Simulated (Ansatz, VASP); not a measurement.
## One calculation of F, two programs

File INCAR:

```
SYSTEM = F
PREC = Accurate
ENCUT = 520
EDIFF = 1E-7
ISMEAR = 0
SIGMA = 0.05
LREAL = .FALSE.
LASPH = .TRUE.
NELM = 100
ALGO = Normal
ISIF = 2
LWAVE = .FALSE.
LCHARG = .TRUE.
GGA = PS
LELF = .TRUE.
LVHAR = .TRUE.
NBANDS = 22
```

Contents of KPOINTS:

```
Automatic mesh
0
G
  4 4 2
  0 0 0
```

File POSCAR:

```
F
1.0
    3.0712726503     -1.7651656529     -0.2368830422
    3.0712726503      1.7651656529     -0.2368830422
   -2.3093624171      0.0000000000      7.0690049337
F
4
Direct
    0.0848459664      0.0848459664      0.1019959513
    0.9151540336      0.9151540336      0.8980040487
    0.5015719855      0.5015719855      0.5937195244
    0.4984280145      0.4984280145      0.4062804756
```

Input for Ansatz:

```yaml
crystal:
  lattice:
    - [3.0712726503, -1.7651656529, -0.2368830422]
    - [3.0712726503, 1.7651656529, -0.2368830422]
    - [-2.3093624171, 0.0, 7.0690049337]
  atoms:
    - { symbol: F, position: [0.0848459664, 0.0848459664, 0.1019959513] }
    - { symbol: F, position: [0.9151540336, 0.9151540336, 0.8980040487] }
    - { symbol: F, position: [0.5015719855, 0.5015719855, 0.5937195244] }
    - { symbol: F, position: [0.4984280145, 0.4984280145, 0.4062804756] }
basis:
  ecutwfc: 520.0
kpoints:
  mp_grid: { grid: [4, 4, 2] }
hamiltonian:
  xc: pbesol
scf:
  occupations: { method: gaussian, width: 0.05 }
output:
  forces: true
  stress: true
  eigenvalues: true
```

Alike in both runs: task single point; functional PBEsol; k mesh 4 × 4 × 2; occupations gaussian, width 0.05 eV; no spin polarisation.

```csv
,VASP,Ansatz
version,VASP 6.6.1,Ansatz 0.2.0
potentials or method,"VASP PAW PBE potentials, release 64 (F), cutoff 520 eV","scalar-relativistic, plane waves, PAW"
valence electrons in the cell,28,28
```

|  | VASP | Ansatz | Ansatz less VASP |
| --- | --- | --- | --- |
| gap on the k mesh at the Fermi level (eV) | 2.37 | 2.42 | +0.057 |
| least direct gap on the mesh (eV) | 2.47 | 2.52 | +0.054 |
| pressure (GPa) | -1.5 | -1.8 | -0.27 |
| traceless stress, the component that is largest in VASP (GPa) | -2.91 | -2.83 | +0.075 |
| rms of the force components (eV/Å) | 0.831 | 0.875 | +0.0437 |

VASP's potentials were made for PBE, not for PBEsol. Atom by atom the forces differ by 0.224 eV/Å (rms over components).

The k mesh is coarse, so the values compare programs but aren't converged.
